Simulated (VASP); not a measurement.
B3F2:

```xyz
10
Lattice="5.7568 0.0000 0.0000 0.0000 5.7568 0.0000 0.0000 0.0000 2.8921" Properties=species:S:1:pos:R:3 pbc="T T T"
B     0.0000    0.0000    0.0000
B     2.8784    2.8784    0.0000
B     1.0362    3.9146    1.4461
B     1.8422    1.0362    1.4461
B     4.7206    1.8422    1.4461
B     3.9146    4.7206    1.4461
F     2.1876    5.0660    0.0000
F     0.6908    2.1876    0.0000
F     3.5692    0.6908    0.0000
F     5.0660    3.5692    0.0000
```

```yaml
Program: VASP 6.6.1
Task: relaxation of cell and atoms
Functional: PBE
Potentials_or_basis: VASP PAW PBE potentials, release 64 (B, F)
Cutoff: 600 eV
k_mesh: 4 × 4 × 6
Occupations: gaussian, width 0.1 eV
Spin: no spin polarisation
```

At the start: pressure 10.6 GPa; volume 9.58 Å³/atom.

Problem. Where does the relaxation end?

Solution. Over 48 steps the energy falls by 1124.0 meV/atom and the volume is 9.69 Å³/atom (+1.1 %); space group P4/mbm (No. 127, to 0.1 Å) before and after.

Step by step:
| step | energy change (eV) | largest force (eV/Å) | pressure (GPa) | volume (Å³) |
| --- | --- | --- | --- | --- |
| 1 | 0.0000 | 2.7973 | 10.55 | 95.85 |
| 3 | -1.9392 | 1.4565 | -2.14 | 109.49 |
| 5 | -3.7820 | 1.0717 | -8.75 | 139.62 |
| 7 | -4.9947 | 1.9401 | -4.05 | 128.00 |
| 9 | -6.2813 | 4.7218 | 6.82 | 114.26 |
| 11 | -7.6304 | 4.5612 | 10.66 | 108.28 |
| 13 | -8.0600 | 4.3559 | 13.74 | 105.30 |
| 15 | -8.0880 | 4.2674 | 16.68 | 103.97 |
| 17 | -9.3307 | 0.4353 | -1.62 | 108.41 |
| 19 | -9.3533 | 0.3859 | -1.79 | 108.13 |
| 21 | -9.4664 | 0.4932 | -0.25 | 104.72 |
| 23 | -9.4734 | 0.5638 | 0.67 | 103.21 |
| 25 | -9.6215 | 0.5484 | 0.88 | 101.54 |
| 27 | -10.0242 | 1.4930 | 2.27 | 94.24 |
| 29 | -10.0350 | 1.5318 | 2.94 | 93.32 |
| 31 | -10.0584 | 1.6736 | 3.48 | 91.70 |
| 33 | -10.2081 | 1.6545 | 3.81 | 90.78 |
| 35 | -10.2767 | 2.3762 | 6.79 | 86.65 |
| 37 | -10.4402 | 1.6020 | 5.09 | 88.11 |
| 39 | -11.0304 | 0.5130 | 5.82 | 89.90 |
| 41 | -11.1115 | 0.1422 | 7.03 | 90.65 |
| 43 | -11.1998 | 0.0381 | 3.73 | 93.13 |
| 45 | -11.2259 | 0.2487 | 0.54 | 95.28 |
| 47 | -11.2387 | 0.0823 | 0.38 | 96.56 |
| 48 | -11.2405 | 0.0344 | 0.02 | 96.86 |

Final structure:
```xyz
10
Lattice="6.8864 0.0000 0.0000 0.0000 6.8864 0.0000 0.0000 0.0000 2.0425" Properties=species:S:1:pos:R:3 pbc="T T T"
B     0.0000    0.0000    0.0000
B     3.4432    3.4432    0.0000
B     1.8457    5.2889    1.0213
B     1.5975    1.8457    1.0213
B     5.0407    1.5975    1.0213
B     5.2889    5.0407    1.0213
F     2.6395    6.0827    0.0000
F     0.8036    2.6395    2.0425
F     4.2468    0.8036    2.0425
F     6.0827    4.2468    0.0000
```

Caveat: the k points lie up to 0.51 Å⁻¹ apart in the final cell, too coarse for converged energies and pressures of a metal; a cell axis changed by over 15 % at a fixed basis, so the end point is rough.
